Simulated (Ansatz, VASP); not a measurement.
## One calculation of OsCl3, two programs

```
Os Cl
1.0
     4.81755    0.00000    0.00000
     0.00000    4.81755    0.00000
     0.00000    0.00000    4.81755
Os Cl
1 3
Cartesian
  0.0000 0.0000 0.0000
  2.4088 0.0000 0.0000
  0.0000 0.0000 2.4088
  0.0000 2.4088 0.0000
```

Alike in both runs: task single point; functional PBE; k mesh 6 × 6 × 6; occupations gaussian, width 0.05 eV; collinear spin; Hubbard terms Os d U = 2.0 eV.

|  | VASP | Ansatz |
| --- | --- | --- |
| version | VASP 6.6.1 | Ansatz 0.2.0 |
| potentials or method | VASP PAW PBE potentials, release 64 (Os, Cl), cutoff 520 eV | scalar-relativistic, plane waves, PAW |
| valence electrons in the cell | 29 | 37 |

|  | VASP | Ansatz | Ansatz less VASP |
| --- | --- | --- | --- |
| gap on the k mesh at the Fermi level (eV) | none | none | - |
| pressure (GPa) | 1.2 | 0.0 | -1.12 |
| net moment per atom (μB) | 0.77 | 0.65 | -0.124 |
| size of the moment on the site where the two differ most (μB) | 2.75 | 1.69 | -1.053 |

The net moments are unlike, so the other rows may belong to different states. Site moments also hang on the region over which each program counts them. The programs project onto different local orbitals, so the same U acts differently, and such runs can settle in different states. A gap of «none» marks a metal or a gap that the smearing closes. VASP's potentials hold 29 valence electrons a cell and Ansatz's 37, so a difference there can come from the potentials and not from the codes. Ansatz's warnings: filled band counts differ across k points.

Spin-orbit coupling is off throughout.
